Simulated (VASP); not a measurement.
# Al (P6_3/mmc) in VASP: notebook

Runs on Al. Level: PBEsol+D3(BJ). Tasks: single point.

Program: VASP 6.6.1. These are calculated values, not measurements. Logs are shortened: lines on timing, memory, paths and dates and some standing lists are left out, and cuts for length are marked.

## 1. The cell of the first run

The structure is hexagonal, space group P6_3/mmc (No. 194). Conventional cell: a = 2.932 Å, b = 2.932 Å, c = 11.178 Å, α = 90.00°, β = 90.00°, γ = 120.00°. Within 3.9 Å of Al (site symmetry -3m) lie 12 Al at 2.93 to 3.27 Å. Al (site symmetry -6m2) has 12 Al at 2.93 to 3.27 Å within 3.9 Å.

## 2. Single point, PBEsol+D3(BJ)

The input, INCAR:

```
  ALGO = Fast
  EDIFF = 1E-6
  ENCUT = 520
  GGA = PS
  ISIF = 2
  ISMEAR = 0
  IVDW = 12
  LASPH = T
  LCHARG = F
  LREAL = F
  LWAVE = F
  NBANDS = 14
  NELM = 100
  PREC = Accurate
  SIGMA = 0.15
```

The input, KPOINTS:

```
k-points
0
Gamma
  18 18 6
```

The input, POSCAR:

```
Al
1.0
    2.9315000000      0.0000000000      0.0000000000
   -1.4657500000      2.5387534712      0.0000000000
    0.0000000000      0.0000000000     11.1775000000
Al
4
Direct
    0.0000000000      0.0000000000      0.0000000000
    0.3333333333      0.6666666667      0.2500000000
    0.0000000000      0.0000000000      0.5000000000
    0.6666666667      0.3333333333      0.7500000000
```

Potentials or basis: VASP PAW PBE potentials, release 64 (Al).

Command:

```sh
$ cat potpaw_PBE.64/Al/POTCAR > POTCAR
$ mpirun -np 1 vasp_std > vasp.out
```

OUTCAR:

```text
EDIFF = 1E-6
   ENCUT = 520
   GGA = PS
   ISIF = 2
   ISMEAR = 0
   IVDW = 12
   LASPH = T
   LREAL = F
   NELM = 100
   PREC = Accurate
 IVDW          = 12

 ion  position               nearest neighbor table
   1  0.000  0.000  0.000-   2 3.27   4 3.27   4 3.27   2 3.27   4 3.27   2 3.27
   2  0.333  0.667  0.250-   1 3.27   3 3.27   1 3.27   3 3.27   1 3.27   3 3.27
   3  0.000  0.000  0.500-   2 3.27   4 3.27   4 3.27   2 3.27   4 3.27   2 3.27
   4  0.667  0.333  0.750-   1 3.27   3 3.27   1 3.27   3 3.27   1 3.27   3 3.27

  LATTYP: Found a hexagonal cell.
 ALAT       =     2.9315000000
 C/A-ratio  =     3.8128944227

  Lattice vectors:

 A1 = (   2.9315000000,   0.0000000000,   0.0000000000)
 A2 = (  -1.4657500000,   2.5387534712,   0.0000000000)
 A3 = (   0.0000000000,   0.0000000000,  11.1775000000)

Analysis of symmetry for initial positions (statically):
=====================================================================
 Subroutine PRICEL returns:
 Original cell was already a primitive cell.

 Routine SETGRP: Setting up the symmetry group for a
 hexagonal supercell.

 Subroutine GETGRP returns: Found 24 space group operations
 (whereof 12 operations were pure point group operations)
 out of a pool of 24 trial point group operations.

The static configuration has the point symmetry D_3d.
 The point group associated with its full space group is D_6h.

Analysis of symmetry for dynamics (positions and initial velocities):
=====================================================================
 Subroutine PRICEL returns:
 Original cell was already a primitive cell.

 Routine SETGRP: Setting up the symmetry group for a
 hexagonal supercell.

 Subroutine GETGRP returns: Found 24 space group operations
 (whereof 12 operations were pure point group operations)
 out of a pool of 24 trial point group operations.

The dynamic configuration has the point symmetry D_3d.
 The point group associated with its full space group is D_6h.

 Subroutine INISYM returns: Found 24 space group operations
 (whereof 12 operations are pure point group operations),
 and found     1 'primitive' translations

----------------------------------------------------------------------------------------

                                     Primitive cell

  volume of cell :      83.1869

  direct lattice vectors                    reciprocal lattice vectors
     2.931500000  0.000000000  0.000000000     0.341122292  0.196947047  0.000000000
    -1.465750000  2.538753471  0.000000000     0.000000000  0.393894095  0.000000000
     0.000000000  0.000000000 11.177500000     0.000000000  0.000000000  0.089465444

  length of vectors
     2.931500000  2.931500000 11.177500000     0.393894095  0.393894095  0.089465444

  position of ions in fractional coordinates (direct lattice)
     0.000000000  0.000000000  0.000000000
     0.333333333  0.666666667  0.250000000
     0.000000000  0.000000000  0.500000000
     0.666666667  0.333333333  0.750000000

  ion indices of the primitive-cell ions
   primitive index   ion index
                 1           1
                 2           2
                 3           3
                 4           4

----------------------------------------------------------------------------------------

 KPOINTS: k-points

Automatic generation of k-mesh.
 Grid dimensions read from file:
 generate k-points for:   18   18    6

 Generating k-lattice:

  Cartesian coordinates                     Fractional coordinates (reciprocal lattice)
     0.018951238  0.010941503  0.000000000     0.055555556  0.000000000  0.000000000
     0.000000000  0.021883005  0.000000000     0.000000000  0.055555556  0.000000000
     0.000000000  0.000000000  0.014910907     0.000000000  0.000000000  0.166666667

  Length of vectors
     0.021883005  0.021883005  0.014910907

  Shift w.r.t. Gamma in fractional coordinates (k-lattice)
     0.000000000  0.000000000  0.000000000

 Subroutine IBZKPT returns following result:
 ===========================================

 Found    148 irreducible k-points:

 Following reciprocal coordinates:
            Coordinates               Weight
  0.000000  0.000000  0.000000      1.000000
  0.055556  0.000000  0.000000      6.000000
  0.111111  0.000000  0.000000      6.000000
  0.166667  0.000000  0.000000      6.000000
  0.222222  0.000000  0.000000      6.000000
  0.277778  0.000000  0.000000      6.000000
[... 16 lines left out ...]
  0.333333  0.111111  0.000000     12.000000
  0.388889  0.111111  0.000000     12.000000
 [... further k-points ...]
   k-points           NKPTS =    148   k-points in BZ     NKDIM =    148   number of bands    NBANDS=     14
   number of dos      NEDOS =    301   number of ions     NIONS =      4
   total plane-waves  NPLWV =  48384
   dimension x,y,z NGX =    24 NGY =   24 NGZ =   84
   dimension x,y,z NGXF=    48 NGYF=   48 NGZF=  168
   ions per type =               4
   NGX,Y,Z   is equivalent  to a cutoff of  13.61, 13.61, 12.49 a.u.
   NGXF,Y,Z  is equivalent  to a cutoff of  27.22, 27.22, 24.99 a.u.
 SYSTEM =  unknown system
   PREC   = accura    normal or accurate (medium, high low for compatibility)
   ISTART =      0    job   : 0-new  1-cont  2-samecut
   ICHARG =      2    charge: 1-file 2-atom 10-const
   ISPIN  =      1    spin polarized calculation?
   LNONCOLLINEAR =      F non collinear calculations
   LSORBIT =      F    spin-orbit coupling
   LASPH  =      T    aspherical Exc in radial PAW
   ENCUT  =  520.0 eV  38.22 Ry    6.18 a.u.   5.45  5.45 20.78*2*pi/ulx,y,z
   NELM   =    100;   NELMIN=  2; NELMDL= -5     # of ELM steps
   EDIFF  = 0.1E-05   stopping-criterion for ELM
   LREAL  =      F    real-space projection
   EDIFFG = 0.1E-04   stopping-criterion for IOM
   NSW    =      0    number of steps for IOM
   IBRION =     -1    ionic relax: 0-MD 1-quasi-New 2-CG
   NFREE  =      0    steps in history (QN), initial steepest desc. (CG)
   ISIF   =      2    stress and relaxation
   ISYM   =      2    0-nonsym 1-usesym 2-fastsym
   POTIM  = 0.5000    time-step for ionic-motion
   TEBEG  =    0.0;   TEEND  =   0.0 temperature during run
   PSTRESS=    0.0 pullay stress
   NELECT =      12.0000    total number of electrons
   NUPDOWN=      -1.0000    fix difference up-down
   EMIN   =  10.00;   EMAX   =-10.00  energy-range for DOS
   EFERMI =   0.00;   METHOD = LEGACY
   ISMEAR =     0;   SIGMA  =   0.15  broadening in eV -4-tet -1-fermi 0-gaus
   EFERMI_NEDOS =   21; number of points for ismear=-14 and -15
   IALGO  =     68    algorithm
   IMIX   =      4    mixing-type and parameters
     AMIX     =   0.40;   BMIX     =  1.00
     AMIX_MAG =   1.60;   BMIX_MAG =  1.00
  volume/ion in A,a.u.               =      20.80       140.34
  Fermi-wavevector in a.u.,A,eV,Ry     =   0.858585  1.622491 10.029794  0.737169
  Thomas-Fermi vector in A             =   1.975812
   LORBIT       =      0    0 simple, 1 ext, 2 COOP (PROOUT), +10 PAW based schemes
   GGA     = PS    functional components
   LHFCALC =     F    Hartree Fock is set to
   AEXX    =    0.0000 exact exchange contribution
   IVDW    =    12    specifies the selected vdW correction
   LEPSILON=     F    determine dielectric tensor
   LRPA    =     F    only Hartree local field effects (RPA)
 non-spin polarized calculation
 RMM-DIIS sequential band-by-band and
 Gauss-broadening in eV      SIGMA  =   0.15
  energy-cutoff  :      520.00
  volume of cell :       83.19
 maximum number of plane-waves:      2293
 NGX is ok and might be reduce to    24
   NGX = 11   NGY = 11   NGZ = 41

 number of electron      12.0000000 magnetization

 Free energy of the ion-electron system (eV)
  ---------------------------------------------------
  ext. energy  EPLUGINS =         0.00000000
  ---------------------------------------------------
  free energy    TOTEN  =       -15.46940775 eV

  energy without entropy =      -15.44752012  energy(sigma->0) =      -15.45846393

 E-fermi :   5.6839     XC(G=0):  -9.4272

 val. band max:        5.6718290782   @ k =   0.2778   0.1667   0.0000
 cond. band min:       5.6850874283   @ k =   0.1111   0.0000   0.1667
 fundamental gap:      0.0132583501
 Fermi energy:         5.6839253957

 k-point     1 :       0.0000    0.0000    0.0000
  band No.  band energies     occupation
      1      -3.9215      2.00000
      2      -2.7691      2.00000
      3      -2.7594      2.00000
      4       0.0400      2.00000
      5       1.5260      2.00000
      6       6.4891      0.00000
      7       6.4929      0.00000
      8      13.5662      0.00000
      9      14.2493      0.00000
     10      16.7615      0.00000
     11      16.7615      0.00000
     12      16.9776      0.00000
     13      16.9776      0.00000
     14      17.6669      0.00000

 k-point     2 :       0.0556    0.0000    0.0000
  band No.  band energies     occupation
      1      -3.8506      2.00000
      2      -2.6986      2.00000
      3      -2.6889      2.00000
      4       0.1103      2.00000
      5       1.5933      2.00000
      6       6.5543      0.00000
      7       6.5583      0.00000
      8      13.6172      0.00000
      9      14.2334      0.00000
     10      15.2985      0.00000
     11      15.8537      0.00000
     12      16.2459      0.00000
     13      16.2659      0.00000
     14      16.7940      0.00000

 k-point     3 :       0.1111    0.0000    0.0000
  band No.  band energies     occupation
      1      -3.6381      2.00000
      2      -2.4872      2.00000
      3      -2.4776      2.00000
      4       0.3210      2.00000
      5       1.7954      2.00000
      6       6.7491      0.00000
      7       6.7537      0.00000
      8      13.2720      0.00000
      9      13.7440      0.00000
     10      13.9865      0.00000
     11      14.3631      0.00000
     12      14.7916      0.00000
     13      14.9410      0.00000
     14      15.9054      0.00000

 k-point     4 :       0.1667    0.0000    0.0000
  band No.  band energies     occupation
      1      -3.2845      2.00000
      2      -2.1357      2.00000
      3      -2.1261      2.00000
      4       0.6710      2.00000
      5       2.1320      2.00000
      6       7.0701      0.00000
      7       7.0767      0.00000
      8      11.3560      0.00000
      9      12.3171      0.00000
     10      12.3962      0.00000
     11      14.0166      0.00000
     12      14.1461      0.00000
     13      14.3738      0.00000
     14      15.0226      0.00000

 k-point     5 :       0.2222    0.0000    0.0000
  band No.  band energies     occupation
      1      -2.7909      2.00000
      2      -1.6449      2.00000
      3      -1.6354      2.00000
      4       1.1583      2.00000
      5       2.6028      2.00000
      6       7.4999      0.00000
      7       7.5183      0.00000
      8       9.5118      0.00000
      9      10.4992      0.00000
     10      10.5639      0.00000
     11      12.9236      0.00000
[... 276 lines left out ...]
 k-point    22 :       0.2778    0.1111    0.0000
  band No.  band energies     occupation
      1      -1.1798      2.00000
      2      -0.0438      2.00000
      3      -0.0349      2.00000
      4       2.7336      2.00000
      5       4.1404      2.00000
      6       6.1921      0.00000
      7       7.2587      0.00000
      8       7.3053      0.00000
      9       8.9638      0.00000
     10       9.0436      0.00000
     11       9.6030      0.00000
     12      10.2276      0.00000
     13      10.7758      0.00000
     14      10.8769      0.00000

 k-point    23 :       0.3333    0.1111    0.0000
  band No.  band energies     occupation
      1      -0.2766      2.00000
      2       0.8530      2.00000
      3       0.8610      2.00000
      4       3.5794      2.00000
      5       4.6917      2.00000
      6       4.9624      2.00000
      7       5.7888      0.32294
      8       5.8098      0.23530
      9       8.3580      0.00000
     10       9.3230      0.00000
     11       9.5411      0.00000
     12      10.0014      0.00000
     13      10.1411      0.00000
     14      10.5449      0.00000

 k-point    24 :       0.3889    0.1111    0.0000
  band No.  band energies     occupation
      1       0.7584      2.00000
      2       1.8789      2.00000
      3       1.8830      2.00000
      4       3.1990      2.00000
      5       4.2786      2.00000
      6       4.3139      2.00000
      7       4.7692      2.00000
      8       6.0527      0.00051
      9       7.0419      0.00000
     10       8.4453      0.00000
     11       9.2283      0.00000
     12      10.1799      0.00000
     13      10.3498      0.00000
     14      10.8869      0.00000

 [... further k-points ...]

------------------------ aborting loop because EDIFF is reached ----------------------------------------

 Edisp (eV)   -1.00062

 E8    (eV) :    -0.6731

  FORCE on cell =-STRESS in cart. coord.  units (eV):
  Direction    XX          YY          ZZ          XY          YZ          ZX
  --------------------------------------------------------------------------------------
  -------------------------------------------------------------------------------------
  Total      -5.84464    -5.84464    -7.22772     0.00000    -0.00000     0.00000
  in kB    -112.56762  -112.56762  -139.20558     0.00000    -0.00000     0.00000
  external pressure =     -121.45 kB  Pullay stress =        0.00 kB

 VOLUME and BASIS-vectors are now :
 -----------------------------------------------------------------------------
  energy-cutoff  :      520.00
  volume of cell :       83.19
      direct lattice vectors                 reciprocal lattice vectors
     2.931500000  0.000000000  0.000000000     0.341122292  0.196947047  0.000000000
    -1.465750000  2.538753471  0.000000000     0.000000000  0.393894095  0.000000000
     0.000000000  0.000000000 11.177500000     0.000000000  0.000000000  0.089465444

 POSITION                                       TOTAL-FORCE (eV/Angst)
 -----------------------------------------------------------------------------------
      0.00000      0.00000      0.00000         0.000000      0.000000     -0.000000
     -0.00000      1.69250      2.79438        -0.000000     -0.000000     -0.000000
      0.00000      0.00000      5.58875         0.000000      0.000000     -0.000000
      1.46575      0.84625      8.38312         0.000000      0.000000      0.000000
 -----------------------------------------------------------------------------------
    total drift:                               -0.000000      0.000000      0.000000

  FREE ENERGIE OF THE ION-ELECTRON SYSTEM (eV)
  ---------------------------------------------------
  free  energy   TOTEN  =       -16.4700264750 eV

  energy  without entropy=      -16.4481388496  energy(sigma->0) =      -16.45908266
```

Wall time 73 s (1 thread of Intel Xeon Platinum 8559C (Emerald Rapids), shared host); peak memory 0.28 GiB.

Results:

| Item | Value |
| --- | --- |
| Free energy | -16.4700 eV |
| Pressure | -12.1 GPa |
| Band gap on the k mesh | zero (band 6 reaches 8.08 eV, above the bottom of band 7 at 4.43 eV) |
| Dispersion energy per atom | -0.250 eV |

Stress tensor (GPa, compression positive):
```
-11.26   0.00   0.00
  0.00 -11.26   0.00
  0.00   0.00 -13.92
```

Caveat: the PAW data sets were made with another functional, which shifts forces and pressure a little; pairwise dispersion overbinds metals, which lowers pressure and volume.

## 3. Single point, PBEsol+D3(BJ)

This run uses another cell than the first one, of 13.36 Å³/atom, 0.643 times its volume.

The input, INCAR:

```
SYSTEM = Al
ALGO = Normal
EDIFF = 1E-6
ENCUT = 520
GGA = PS
ISIF = 2
ISMEAR = 0
IVDW = 12
LASPH = .True.
LCHARG = .False.
LREAL = .False.
LWAVE = .False.
NBANDS = 14
NELM = 60
PREC = Accurate
SIGMA = 0.15
```

The input, KPOINTS:

```
k-points
0
Gamma
  18 18 6
  0 0 0
```

The input, POSCAR:

```
Al
1.0
    2.8007800515      0.0000000000      0.0000000000
   -1.4003900257      2.4255466750      0.0000000000
    0.0000000000      0.0000000000      7.8684000000
Al
4
Direct
    0.0000000000      0.0000000000      0.0000000000
    0.3333333333      0.6666666667      0.2500000000
    0.0000000000      0.0000000000      0.5000000000
    0.6666666667      0.3333333333      0.7500000000
```

Potentials or basis: VASP PAW PBE potentials, release 64 (Al).

Command:

```sh
$ cat potpaw_PBE.64/Al/POTCAR > POTCAR
$ mpirun -np 1 vasp_std > vasp.out
```

Run time: 2.2 min. Hardware: 1 thread of AMD EPYC 7R13, shared host; peak memory 0.2 GiB.

Results (log left out):

| Property | Result |
| --- | --- |
| Free energy | -16.6991 eV |
| Pressure | 23.4 GPa |
| Band gap on the k mesh | zero (band 6 reaches 17.45 eV, above the bottom of band 7 at 8.19 eV) |
| Dispersion energy per atom | -0.393 eV |

Stress tensor (GPa, compression positive):
```
15.16  0.00  0.00
 0.00 15.16  0.00
 0.00  0.00 39.96
```

Levels at points of the mesh, in eV from the Fermi level:
```csv
k point,band 4,band 5,band 6,band 7,band 8,band 9
"(0.00, 0.00, 0.00)",-4.18,-2.60,7.17,7.30,9.83,9.83
"(0.50, 0.00, 0.00)",-4.65,-3.84,-3.74,1.27,1.64,2.96
"(0.00, 0.00, 0.50)",-7.41,1.58,1.58,10.26,10.26,10.26
"(0.50, 0.00, 0.50)",-5.91,-1.85,-1.85,-1.06,-1.06,5.17
```

Caveat: the PAW data sets were made with another functional, which shifts forces and pressure a little; pairwise dispersion overbinds metals, which lowers pressure and volume.
